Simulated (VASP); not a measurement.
Input of a VASP 6.6.1 run:

INCAR

```
SYSTEM = Te
  PREC = Accurate
  ENCUT = 520
  EDIFF = 1E-7
  ISMEAR = 0
  SIGMA = 0.1
  LREAL = .False.
  LASPH = .True.
  NELM = 100
  ALGO = Normal
  ISIF = 2
  LWAVE = .False.
  LCHARG = .True.
  GGA = PE
  LELF = .True.
  LVHAR = .True.
  NBANDS = 20
```

KPOINTS

```
Automatic mesh
0
Gamma
  10 10 10
  0 0 0
```

POSCAR

```
Te
1.0
    5.2232579404      0.0000000000      0.0000000000
    0.0000000000      5.2232579404      0.0000000000
    0.0000000000      0.0000000000      5.2232579404
Te
4
Direct
    0.8750000000      0.1250000000      0.6250000000
    0.3750000000      0.3750000000      0.3750000000
    0.1250000000      0.6250000000      0.8750000000
    0.6250000000      0.8750000000      0.1250000000
```

Potentials or basis: VASP PAW PBE potentials, release 64 (Te).

Command:

```sh
$ cat potpaw_PBE.64/Te/POTCAR > POTCAR
$ mpirun -np 1 vasp_std > vasp.out
```

Question: What does it give for the pressure?

Answer: 0.0 GPa.

Question: What does it give for the band gap on the k mesh?

Answer: Zero (band 12 reaches 6.10 eV, above the bottom of band 13 at 5.31 eV).

Caveat: spin-orbit coupling is left out, which moves the levels of the heavy elements.
